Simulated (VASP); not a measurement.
Input of a VASP 6.6.1 run:

The input INCAR:

```
PREC = Accurate
ENCUT = 520
EDIFF = 1E-6
ISMEAR = 0
SIGMA = 0.1
LREAL = F
LASPH = T
NELM = 100
ALGO = Fast
ISIF = 2
LWAVE = F
LCHARG = T
GGA = PE
LELF = T
LVHAR = T
NBANDS = 20
```

KPOINTS

```
Automatic mesh
0
Gamma
  15 15 8
```

The input POSCAR:

```
Tl
1.0
    3.6124297322      0.0000000000      0.0000000000
   -1.8062148661      3.1284559175      0.0000000000
    0.0000000000      0.0000000000      5.5652681212
Tl
2
Direct
    0.3333333333      0.6666666667      0.7500000000
    0.6666666667      0.3333333333      0.2500000000
```

Potentials or basis: VASP PAW PBE potentials, release 64 (Tl_d).

Command:

```sh
$ cat potpaw_PBE.64/Tl_d/POTCAR > POTCAR
$ mpirun -np 1 vasp_std > vasp.out
```

(1) Estimate the band gap on the k mesh.

(2) What does it give for the pressure?

Answers

(1) zero (band 13 reaches 9.16 eV, above the bottom of band 14 at 3.72 eV).

(2) -0.1 GPa.

Caveat: spin-orbit coupling is left out, which moves the levels of the heavy elements.
